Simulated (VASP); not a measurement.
A run of VASP 6.6.1:

Contents of INCAR:

```
SYSTEM = FeO
PREC     = Accurate       ! precision mode
ENCUT    = 520            ! plane-wave cutoff, eV
EDIFF    = 1E-6           ! SCF threshold, eV
ISMEAR   = 0              ! smearing method
SIGMA    = 0.1            ! smearing width, eV
LREAL    = .False.        ! projectors in reciprocal space
LASPH    = .True.         ! aspherical terms in the spheres
NELM     = 150            ! most SCF steps
ALGO     = Normal         ! electronic algorithm
ISIF     = 2              ! what is computed and relaxed
LWAVE    = .False.        ! write WAVECAR
LCHARG   = .False.        ! write CHGCAR
ISPIN    = 2              ! spin polarisation
MAGMOM   = 3.76 0.37      ! initial moments
LORBIT   = 11             ! projections on sites
LMAXMIX  = 4              ! l up to which the mixer works
GGA      = PS             ! functional
NBANDS   = 18             ! bands
```

File KPOINTS:

```
regular mesh
0
Gamma
  18 18 18
  0 0 0
```

File POSCAR:

```
FeO
1.0
    1.5302720689      0.8835029909      2.5001111489
   -1.5302720689      0.8835029909      2.5001111489
    0.0000000000     -1.7670059819      2.5001111488
Fe O
1 1
Direct
    0.0000000000      0.0000000000      0.0000000000
    0.5000000000      0.5000000000      0.5000000000
```

Potentials or basis: VASP PAW PBE potentials, release 64 (Fe, O).

Launch:

```bash
$ cat potpaw_PBE.64/Fe/POTCAR potpaw_PBE.64/O/POTCAR > POTCAR
$ mpirun -np 1 vasp_std > vasp.out
```

Hardware: 1 thread of Intel Xeon 8259CL (shared host).

Problem. How long does it take, and how much memory?

Solution. It took 13 min on 1 thread of Intel Xeon 8259CL, with other jobs on the host, peak memory 0.39 GiB. Counts: scf iterations 15, k points 580.
